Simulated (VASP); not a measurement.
# SiO2 in VASP: single point with PBE+D3(BJ)

Aim: the single point of SiO2 with PBE+D3(BJ).

Program: VASP 6.6.1. These are calculated values, not measurements. Logs are shortened: lines on timing, memory, paths and dates and some standing lists are left out, and cuts for length are marked.

## (1) The cell of the first run

The cell holds a sheet with vacuum, 6 atoms: a = 2.688 Å, b = 2.688 Å, c = 37.223 Å, α = 90.00°, β = 90.00°, γ = 120.00°.

## (2) Single point, PBE+D3(BJ)

INCAR reads:

```
PREC     = Accurate       # precision mode
ENCUT    = 520            # plane-wave cutoff, eV
EDIFF    = 1E-6           # SCF threshold, eV
ISMEAR   = 0              # smearing method
SIGMA    = 0.02           # smearing width, eV
LREAL    = False          # projectors in reciprocal space
LASPH    = True           # aspherical terms in the spheres
NELM     = 60             # most SCF steps
ALGO     = Normal         # electronic algorithm
ISIF     = 2              # what is computed and relaxed
LWAVE    = False          # write WAVECAR
LCHARG   = False          # write CHGCAR
LDIPOL   = True         
IDIPOL   = 3            
DIPOL    = 0.5 0.5 0.282
GGA      = PE             # functional
IVDW     = 12             # dispersion correction
NBANDS   = 25             # bands
```

KPOINTS reads:

```
Automatic mesh
0
Gamma
  12 12 1
```

POSCAR reads:

```
SiO2
1.0
    2.6867761159     -0.0668593839      0.0000000000
   -1.2854901939      2.3602438508      0.0000000000
    0.0000000000      0.0000000000     37.2231571600
Si O
2 4
Direct
    0.5000211658      0.4999788342      0.2198878560
    0.4999788342      0.5000211658      0.3442770780
    0.1666888109      0.8333111891      0.2444942017
    0.8333538595      0.1666461405      0.1952367491
    0.1666461405      0.8333538595      0.3689281848
    0.8333111891      0.1666888109      0.3196707322
```

Potentials or basis: VASP PAW PBE potentials, release 64 (Si, O).

Run with:

```sh
$ cat potpaw_PBE.64/Si/POTCAR potpaw_PBE.64/O/POTCAR > POTCAR
$ mpirun -np 1 vasp_std > vasp.out
```

OUTCAR:

```text
PREC = Accurate
   ENCUT = 520
   EDIFF = 1E-6
   ISMEAR = 0
   LREAL = False
   LASPH = True
   NELM = 60
   ISIF = 2
   GGA = PE
   IVDW = 12
 IVDW          = 12

 ion  position               nearest neighbor table
   1  0.500  0.500  0.220-   3 1.80   3 1.80   3 1.80   4 1.80   4 1.80   4 1.80
   2  0.500  0.500  0.344-   6 1.80   6 1.80   6 1.80   5 1.80   5 1.80   5 1.80
   3  0.167  0.833  0.244-   1 1.80   1 1.80   1 1.80
   4  0.833  0.167  0.195-   1 1.80   1 1.80   1 1.80
   5  0.167  0.833  0.369-   2 1.80   2 1.80   2 1.80
   6  0.833  0.167  0.320-   2 1.80   2 1.80   2 1.80

  LATTYP: Found a hexagonal cell.
 ALAT       =     2.6876078721
 C/A-ratio  =    13.8499211683

  Lattice vectors:

 A1 = (   2.6867761159,  -0.0668593839,   0.0000000000)
 A2 = (  -1.2854901939,   2.3602438508,   0.0000000000)
 A3 = (   0.0000000000,   0.0000000000,  37.2231571600)

Analysis of symmetry for initial positions (statically):
=====================================================================
 Subroutine PRICEL returns:
 Original cell was already a primitive cell.

 Routine SETGRP: Setting up the symmetry group for a
 hexagonal supercell.

 Subroutine GETGRP returns: Found  4 space group operations
 (whereof  2 operations were pure point group operations)
 out of a pool of 24 trial point group operations.

The static configuration has the point symmetry C_1h.
 The point group associated with its full space group is C_2h.

Analysis of symmetry for dynamics (positions and initial velocities):
=====================================================================
 Subroutine PRICEL returns:
 Original cell was already a primitive cell.

 Routine SETGRP: Setting up the symmetry group for a
 hexagonal supercell.

 Subroutine GETGRP returns: Found  4 space group operations
 (whereof  2 operations were pure point group operations)
 out of a pool of 24 trial point group operations.

The dynamic configuration has the point symmetry C_1h.
 The point group associated with its full space group is C_2h.

 Subroutine INISYM returns: Found  4 space group operations
 (whereof  2 operations are pure point group operations),
 and found     1 'primitive' translations

----------------------------------------------------------------------------------------

                                     Primitive cell

  volume of cell :     232.8494

  direct lattice vectors                    reciprocal lattice vectors
     2.686776116 -0.066859384  0.000000000     0.377307003  0.205497602  0.000000000
    -1.285490194  2.360243851  0.000000000     0.010688096  0.429506232  0.000000000
     0.000000000  0.000000000 37.223157160     0.000000000  0.000000000  0.026864997

  length of vectors
     2.687607872  2.687607872 37.223157160     0.429639196  0.429639196  0.026864997

  position of ions in fractional coordinates (direct lattice)
     0.500021166  0.499978834  0.219887856
     0.499978834  0.500021166  0.344277078
     0.166688811  0.833311189  0.244494202
     0.833353860  0.166646140  0.195236749
     0.166646140  0.833353860  0.368928185
     0.833311189  0.166688811  0.319670732

  ion indices of the primitive-cell ions
   primitive index   ion index
                 1           1
                 2           2
                 3           3
                 4           4
                 5           5
                 6           6

----------------------------------------------------------------------------------------

 KPOINTS: Automatic mesh

Automatic generation of k-mesh.
 Grid dimensions read from file:
 generate k-points for:   12   12    1

 Generating k-lattice:

  Cartesian coordinates                     Fractional coordinates (reciprocal lattice)
     0.031442250  0.017124800  0.000000000     0.083333333  0.000000000  0.000000000
     0.000890675  0.035792186  0.000000000     0.000000000  0.083333333  0.000000000
     0.000000000  0.000000000  0.026864997     0.000000000  0.000000000  1.000000000

  Length of vectors
     0.035803266  0.035803266  0.026864997

  Shift w.r.t. Gamma in fractional coordinates (k-lattice)
     0.000000000  0.000000000  0.000000000

 Subroutine IBZKPT returns following result:
 ===========================================

 Found     43 irreducible k-points:

 Following reciprocal coordinates:
            Coordinates               Weight
  0.000000  0.000000  0.000000      1.000000
  0.083333  0.000000  0.000000      4.000000
 -0.083333  0.083333  0.000000      2.000000
  0.166667  0.000000  0.000000      4.000000
 -0.166667  0.166667  0.000000      2.000000
  0.250000  0.000000  0.000000      4.000000
[... 16 lines left out ...]
 -0.083333  0.416667  0.000000      4.000000
 -0.416667  0.333333  0.000000      4.000000
 [... further k-points ...]
   k-points           NKPTS =     43   k-points in BZ     NKDIM =     43   number of bands    NBANDS=     25
   number of dos      NEDOS =    301   number of ions     NIONS =      6
   total plane-waves  NPLWV = 112000
   dimension x,y,z NGX =    20 NGY =   20 NGZ =  280
   dimension x,y,z NGXF=    40 NGYF=   40 NGZF=  560
   ions per type =               2   4
   NGX,Y,Z   is equivalent  to a cutoff of  12.37, 12.37, 12.51 a.u.
   NGXF,Y,Z  is equivalent  to a cutoff of  24.74, 24.74, 25.01 a.u.
 SYSTEM =  unknown system
   PREC   = accura    normal or accurate (medium, high low for compatibility)
   ISTART =      0    job   : 0-new  1-cont  2-samecut
   ICHARG =      2    charge: 1-file 2-atom 10-const
   ISPIN  =      1    spin polarized calculation?
   LNONCOLLINEAR =      F non collinear calculations
   LSORBIT =      F    spin-orbit coupling
   LASPH  =      T    aspherical Exc in radial PAW
   ENCUT  =  520.0 eV  38.22 Ry    6.18 a.u.   5.00  5.00 69.21*2*pi/ulx,y,z
   NELM   =     60;   NELMIN=  2; NELMDL= -5     # of ELM steps
   EDIFF  = 0.1E-05   stopping-criterion for ELM
   LREAL  =      F    real-space projection
[... 7 lines left out ...]
   TEBEG  =    0.0;   TEEND  =   0.0 temperature during run
   PSTRESS=    0.0 pullay stress
   NELECT =      32.0000    total number of electrons
   NUPDOWN=      -1.0000    fix difference up-down
   EMIN   =  10.00;   EMAX   =-10.00  energy-range for DOS
   EFERMI =   0.00;   METHOD = LEGACY
   ISMEAR =     0;   SIGMA  =   0.02  broadening in eV -4-tet -1-fermi 0-gaus
   EFERMI_NEDOS =   21; number of points for ismear=-14 and -15
   IALGO  =     38    algorithm
   IMIX   =      4    mixing-type and parameters
     AMIX     =   0.40;   BMIX     =  1.00
     AMIX_MAG =   1.60;   BMIX_MAG =  1.00
  volume/ion in A,a.u.               =      38.81       261.89
  Fermi-wavevector in a.u.,A,eV,Ry     =   0.844824  1.596487  9.710861  0.713728
  Thomas-Fermi vector in A             =   1.959914
   LORBIT       =      0    0 simple, 1 ext, 2 COOP (PROOUT), +10 PAW based schemes
   GGA     = PE    functional components
   LHFCALC =     F    Hartree Fock is set to
   AEXX    =    0.0000 exact exchange contribution
   IVDW    =    12    specifies the selected vdW correction
   LEPSILON=     F    determine dielectric tensor
   LRPA    =     F    only Hartree local field effects (RPA)
 non-spin polarized calculation
 Gauss-broadening in eV      SIGMA  =   0.02
  energy-cutoff  :      520.00
  volume of cell :      232.85
 maximum number of plane-waves:      6351
   NGX =  9   NGY =  9   NGZ =139

 dipolmoment           0.000000      0.000000     -0.000004 electrons x Angstroem

 number of electron      31.9999993 magnetization

 dipolmoment           0.000000      0.000000      0.000002 electrons x Angstroem

 Free energy of the ion-electron system (eV)
  ---------------------------------------------------
  ext. energy  EPLUGINS =         0.00000000
  ---------------------------------------------------
  free energy    TOTEN  =       -45.49095593 eV

  energy without entropy =      -45.49095593  energy(sigma->0) =      -45.49095593

 E-fermi :  -5.5358     XC(G=0):  -2.9084

 val. band max:       -5.6883116225   @ k =  -0.2500   0.1667   0.0000
 cond. band min:       0.7392158545   @ k =   0.0000   0.0000   0.0000
 fundamental gap:      6.4275274770
 Fermi energy:        -5.5357896732

 k-point     1 :       0.0000    0.0000    0.0000
  band No.  band energies     occupation
      1     -26.9613      2.00000
      2     -26.9300      2.00000
      3     -23.2103      2.00000
      4     -23.1322      2.00000
      5     -10.6057      2.00000
      6     -10.1332      2.00000
[... 17 lines left out ...]
     24       3.4294      0.00000
     25       3.7895      0.00000

 k-point     2 :       0.0833    0.0000    0.0000
  band No.  band energies     occupation
      1     -26.8396      2.00000
      2     -26.8085      2.00000
      3     -23.1598      2.00000
      4     -23.0844      2.00000
      5     -10.5417      2.00000
      6     -10.1007      2.00000
[... 17 lines left out ...]
     24       3.6209      0.00000
     25       3.9792      0.00000

 k-point     3 :      -0.0833    0.0833    0.0000
  band No.  band energies     occupation
      1     -26.8396      2.00000
      2     -26.8085      2.00000
      3     -23.1598      2.00000
      4     -23.0844      2.00000
      5     -10.5417      2.00000
      6     -10.1007      2.00000
[... 17 lines left out ...]
     24       3.6209      0.00000
     25       3.9792      0.00000

 k-point     4 :       0.1667    0.0000    0.0000
  band No.  band energies     occupation
      1     -26.4836      2.00000
      2     -26.4535      2.00000
      3     -23.0270      2.00000
      4     -22.9595      2.00000
      5     -10.4535      2.00000
      6     -10.1778      2.00000
[... 17 lines left out ...]
     24       4.2020      0.00000
     25       4.5505      0.00000

 k-point     5 :      -0.1667    0.1667    0.0000
  band No.  band energies     occupation
      1     -26.4836      2.00000
      2     -26.4535      2.00000
      3     -23.0270      2.00000
      4     -22.9595      2.00000
      5     -10.4535      2.00000
      6     -10.1778      2.00000
[... 17 lines left out ...]
     24       4.2020      0.00000
     25       4.5505      0.00000

 k-point     6 :       0.2500    0.0000    0.0000
  band No.  band energies     occupation
      1     -25.9238      2.00000
      2     -25.8957      2.00000
      3     -22.8719      2.00000
      4     -22.8176      2.00000
      5     -11.4498      2.00000
      6     -11.3913      2.00000
[... 17 lines left out ...]
     24       5.1180      0.00000
     25       5.5000      0.00000
[... 393 lines left out ...]
 k-point    21 :      -0.3333    0.2500    0.0000
  band No.  band energies     occupation
      1     -25.5089      2.00000
      2     -25.4827      2.00000
      3     -22.8021      2.00000
      4     -22.7580      2.00000
      5     -12.0642      2.00000
      6     -12.0182      2.00000
[... 17 lines left out ...]
     24       5.8513      0.00000
     25       6.2378      0.00000

 k-point    22 :       0.3333    0.0833    0.0000
  band No.  band energies     occupation
      1     -24.7896      2.00000
      2     -24.7677      2.00000
      3     -22.8153      2.00000
      4     -22.7892      2.00000
      5     -13.1467      2.00000
      6     -13.1127      2.00000
[... 17 lines left out ...]
     24       7.3277      0.00000
     25       7.3860      0.00000

 k-point    23 :      -0.0833    0.4167    0.0000
  band No.  band energies     occupation
      1     -24.7896      2.00000
      2     -24.7677      2.00000
      3     -22.8153      2.00000
      4     -22.7892      2.00000
      5     -13.1467      2.00000
      6     -13.1127      2.00000
[... 17 lines left out ...]
     24       7.3277      0.00000
     25       7.3878      0.00000

 k-point    24 :      -0.4167    0.3333    0.0000
  band No.  band energies     occupation
      1     -24.7896      2.00000
      2     -24.7677      2.00000
      3     -22.8153      2.00000
      4     -22.7892      2.00000
      5     -13.1468      2.00000
      6     -13.1128      2.00000
[... 17 lines left out ...]
     24       7.3276      0.00000
     25       7.3957      0.00000

 [... further k-points ...]

------------------------ aborting loop because EDIFF is reached ----------------------------------------

 vacuum level on the upper side and lower side of the slab       (xc-potential included)        -0.010        -0.010

 Edisp (eV)   -0.93387

 E8    (eV) :    -0.3274

  FORCE on cell =-STRESS in cart. coord.  units (eV):
  Direction    XX          YY          ZZ          XY          YZ          ZX
  --------------------------------------------------------------------------------------
  -------------------------------------------------------------------------------------
  Total       0.29029     0.29046    -0.05459     0.00017     0.00012    -0.00020
  in kB       1.99738     1.99861    -0.37563     0.00120     0.00083    -0.00136
  external pressure =        1.21 kB  Pullay stress =        0.00 kB

 VOLUME and BASIS-vectors are now :
 -----------------------------------------------------------------------------
  energy-cutoff  :      520.00
  volume of cell :      232.85
      direct lattice vectors                 reciprocal lattice vectors
     2.686776116 -0.066859384  0.000000000     0.377307003  0.205497602  0.000000000
    -1.285490194  2.360243851  0.000000000     0.010688096  0.429506232  0.000000000
     0.000000000  0.000000000 37.223157160     0.000000000  0.000000000  0.026864997

 POSITION                                       TOTAL-FORCE (eV/Angst)
 -----------------------------------------------------------------------------------
      0.70073      1.14664      8.18492         0.000013     -0.000008      0.000044
      0.70056      1.14674     12.81508        -0.000013      0.000008     -0.000044
     -0.62336      1.95567      9.10085        -0.000073      0.000045      0.013259
      2.02481      0.33761      7.26733         0.000054     -0.000033     -0.013859
     -0.62353      1.95578     13.73267        -0.000054      0.000033      0.013859
      2.02464      0.33771     11.89915         0.000073     -0.000045     -0.013259
 -----------------------------------------------------------------------------------
    total drift:                               -0.000000      0.000000      0.000090

  FREE ENERGIE OF THE ION-ELECTRON SYSTEM (eV)
  ---------------------------------------------------
  free  energy   TOTEN  =       -46.4248211303 eV

  energy  without entropy=      -46.4248211303  energy(sigma->0) =      -46.42482113

 vacuum level on the upper side and lower side of the slab         3.150         3.150
```

It took 3.2 min on 1 thread of AMD EPYC 9R45 (Zen 5), shared host; peak memory 0.41 GiB.

Results:

```yaml
Free_energy: -46.4248 eV
Largest_force: 0.014 eV/Å
Band_gap_on_the_k_mesh: 6.43 eV (least direct gap 6.84 eV)
Dispersion_energy_per_atom: -0.156 eV
```

Forces in eV/Å, atoms in the order of the input:
```
Si   0.000  0.000  0.000
Si   0.000  0.000  0.000
O    0.000  0.000  0.013
O    0.000  0.000 -0.014
O    0.000  0.000  0.014
O    0.000  0.000 -0.013
```

Levels at points of the mesh, in eV from the valence-band top:
```csv
k point,band 14,band 15,band 16,band 17,band 18,band 19
"(0.00, 0.00, 0.00)",-1.03,-1.03,-0.41,6.43,6.86,8.34
"(0.50, 0.00, 0.00)",-1.44,-0.98,-0.98,7.93,7.98,10.21
"(0.50, 0.50, 0.00)",-1.44,-0.98,-0.98,7.93,7.98,10.21
```
